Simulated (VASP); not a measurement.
Runs of VASP 6.6.1 on MgO (Periclase). The structure is cubic, space group Fm-3m (No. 225). Conventional cell: a = 4.217 Å, b = 4.217 Å, c = 4.217 Å, α = 90.00°, β = 90.00°, γ = 90.00°. Mg (site symmetry m-3m) has 6 O at 2.11 Å within 2.8 Å. O (site symmetry m-3m) has 6 Mg at 2.11 Å within 2.8 Å. 

```csv
level,potentials or basis,cutoff (eV),gap on the mesh (eV),pressure (GPa)
r2SCAN,"VASP PAW PBE potentials, release 64 (Mg, O)",660,5.57,-2.9
BLYP,"VASP PAW PBE potentials, release 64 (Mg, O)",600,4.98,(a)
PBEsol,"VASP PAW PBE potentials, release 64 (Mg, O)",600,4.60,-1.0
LDA,"VASP PAW LDA potentials, release 64 (Mg, O)",600,4.62,-8.5
PBE,"VASP PAW PBE potentials, release 64 (Mg, O)",600,(b),3.1
```

Alike in all rows: task single point; no spin polarisation; cell as given; k mesh 8 × 8 × 8; smearing fermi-dirac 0.02 eV.

Question: Fill in the values left out.

Answer: (a) 5.6; (b) 4.69.

Caveats: the PAW data sets were made with another functional, which shifts forces and pressure a little (some runs).

